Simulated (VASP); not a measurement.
Runs of VASP 6.6.1 on BeS. Symmetry: P6_3/mmc, No. 194, hexagonal system. Conventional cell: a = 3.462 Å, b = 3.462 Å, c = 6.992 Å, α = 90.00°, β = 90.00°, γ = 120.00°. Within 2.6 Å of Be (site symmetry -6m2) lie 3 S at 2.00 Å. Within 2.6 Å of S (site symmetry -6m2) lie 3 Be at 2.00 Å. 

```csv
level,potentials or basis,grid for exact exchange (PRECFOCK),screening parameter,gap on the mesh (eV),pressure (GPa)
r2SCAN,"VASP PAW PBE potentials, release 64 (Be, S)",-,-,(a),-0.1
LDA,"VASP PAW LDA potentials, release 64 (Be, S)",-,-,3.95,-2.9
HSE06,"VASP PAW PBE potentials, release 64 (Be, S)",Normal,0.2079 1/Å,5.25,(b)
PBE,"VASP PAW PBE potentials, release 64 (Be, S)",-,-,4.18,(c)
```

Alike in all rows: task single point; no spin polarisation; cell as given; k mesh 6 × 6 × 2; cutoff (eV) 520; smearing gaussian 0.01 eV.

Problem. Fill in the values left out.

Solution. (a) 4.70; (b) -0.5; (c) 0.5.

Caveats: all runs use coarse meshes; the PAW data sets were made with another functional, which shifts forces and pressure a little (some runs).

A k mesh can miss the band edges.
